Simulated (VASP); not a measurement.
## MoS: single point with LDA

Crystal: MoS.

```xyz
4
Lattice="3.7418 0.0000 0.0000 -1.8709 3.2405 0.0000 0.0000 0.0000 5.2106" Properties=species:S:1:pos:R:3 pbc="T T T"
Mo    0.0000    0.0000    0.0000
Mo    0.0000    0.0000    2.6053
S     0.0000    2.1603    1.3027
S     1.8709    1.0802    3.9080
```

```yaml
Program: VASP 6.6.1
Task: single point
Functional: LDA
Potentials_or_basis: VASP PAW LDA potentials, release 64 (Mo_sv, S)
Cutoff: 520 eV
k_mesh: 10 × 10 × 6
Occupations: gaussian, width 0.05 eV
Spin: collinear spin
Starting_moments: "[0.05, 0.05, 0.0, 0.0] μB"
Dipole_correction: no
Further_INCAR_settings: ALGO = Normal; EDIFF = 1e-06; NBANDS = 32
```

```
Pressure                                              : -9.2 GPa
Band gap on the k mesh                                : zero (filled and empty bands overlap)
Net moment                                            : 0.00 μB per cell
Valence electrons inside the program's atomic spheres : Mo 12.52; S 3.68
```

Stress tensor (GPa, compression positive):
```
 -8.74   0.00   0.00
  0.00  -8.74   0.00
  0.00   0.00 -10.12
```

Levels at points of the mesh, in eV from the Fermi level:
Spin up:
```tsv
k point	band 17	band 18	band 19	band 20	band 21	band 22	band 23	band 24
(0.00, 0.00, 0.00)	-2.79	-2.79	-2.01	-1.55	-1.55	1.73	1.73	2.44
(0.50, 0.00, 0.00)	-4.19	-1.12	-0.58	0.16	0.56	1.37	1.43	1.62
(0.00, 0.00, 0.50)	-1.37	-1.37	-1.37	-1.37	-0.74	-0.74	2.43	2.43
(0.50, 0.00, 0.50)	-1.54	-1.54	0.00	0.00	0.03	0.03	1.61	1.61
```
Spin down:
| k point | band 18 | band 19 | band 20 | band 21 | band 22 | band 23 |
| --- | --- | --- | --- | --- | --- | --- |
| (0.00, 0.00, 0.00) | -2.79 | -2.01 | -1.55 | -1.55 | 1.73 | 1.73 |
| (0.50, 0.00, 0.00) | -1.12 | -0.58 | 0.16 | 0.56 | 1.37 | 1.43 |
| (0.00, 0.00, 0.50) | -1.37 | -1.37 | -1.37 | -0.74 | -0.74 | 2.43 |
| (0.50, 0.00, 0.50) | -1.54 | 0.00 | 0.00 | 0.03 | 0.03 | 1.61 |

It took 2.5 min on 1 thread of Intel(R) Xeon(R) Platinum 8488C (Sapphire Rapids), with other jobs on the host, peak memory 0.27 GiB.

Caveat: the cell stands under tension.
